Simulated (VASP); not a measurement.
Runs of VASP 6.6.1 on NaH. The structure is that of space group Fm-3m (No. 225), or close to it. The cells are those of the table. 

```csv
cell,gap on the mesh (eV),pressure (GPa)
"a = 3.373, b = 3.373, c = 3.347 Å, angles 60.3, 60.3, 59.5°, 2 atoms",3.47,-1.1
"a = 3.451, b = 3.451, c = 3.399 Å, angles 60.5, 60.5, 59.0°, 2 atoms",3.36,-2.4
"a = 3.503, b = 3.503, c = 3.451 Å, angles 60.5, 60.5, 59.0°, 2 atoms",(a),-3.1
"a = 3.452, b = 3.452, c = 3.347 Å, angles 61.0, 61.0, 58.0°, 2 atoms",3.36,(b)
"a = 3.451, b = 3.451, c = 3.502 Å, angles 59.5, 59.5, 61.0°, 2 atoms",3.33,-2.9
```

Alike in all rows: task single point; level LDA; potentials or basis VASP PAW LDA potentials, release 64 (Na_pv, H); no spin polarisation; k mesh 8 × 8 × 8; cutoff (eV) 520; smearing gaussian 0.05 eV.

Question: Fill in the values left out.

Answer: (a) 3.29; (b) -2.0.

A k mesh can miss the band edges.
